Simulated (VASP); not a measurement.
A run of VASP 6.6.1 is set up as follows.

File INCAR:

```
PREC     = Accurate       # precision mode
ENCUT    = 520            # plane-wave cutoff, eV
EDIFF    = 1E-6           # SCF threshold, eV
ISMEAR   = 0              # smearing method
SIGMA    = 0.15           # smearing width, eV
LREAL    = False          # projectors in reciprocal space
LASPH    = True           # aspherical terms in the spheres
NELM     = 100            # most SCF steps
ALGO     = Normal         # electronic algorithm
ISIF     = 2              # what is computed and relaxed
LWAVE    = False          # write WAVECAR
LCHARG   = True           # write CHGCAR
GGA      = PS             # functional
LELF     = True           # ELF
LVHAR    = True         
NBANDS   = 15             # bands
```

The input KPOINTS:

```
Automatic mesh
0
Gamma
  18 18 16
```

Contents of POSCAR:

```
TaN
1.0
    2.9379988584      0.0000000000      0.0000000000
   -1.4689994292      2.6588788218      0.0000000000
    0.0000000000      0.0000000000      2.8830000000
Ta N
1 1
Direct
    0.3333333333      0.6666666667      0.5000000000
    0.0000000000      0.0000000000      0.0000000000
```

Potentials or basis: VASP PAW PBE potentials, release 64 (Ta_pv, N).

Command:

```bash
$ cat potpaw_PBE.64/Ta_pv/POTCAR potpaw_PBE.64/N/POTCAR > POTCAR
$ mpirun -np 1 vasp_std > vasp.out
```

Q: Predict the largest force.

A: 0.008 eV/Å.

Q: What does it give for the pressure?

A: -17.0 GPa.

Stress tensor (GPa, compression positive):
```
-11.53   0.00   0.00
  0.00 -29.65   0.00
  0.00   0.00  -9.72
```

Caveat: the cell differs from its parent crystal (strain +0.0450 x Voigt [0, 1, 0, 0, 0, 0]); the PAW data sets were made with another functional, which shifts forces and pressure a little.
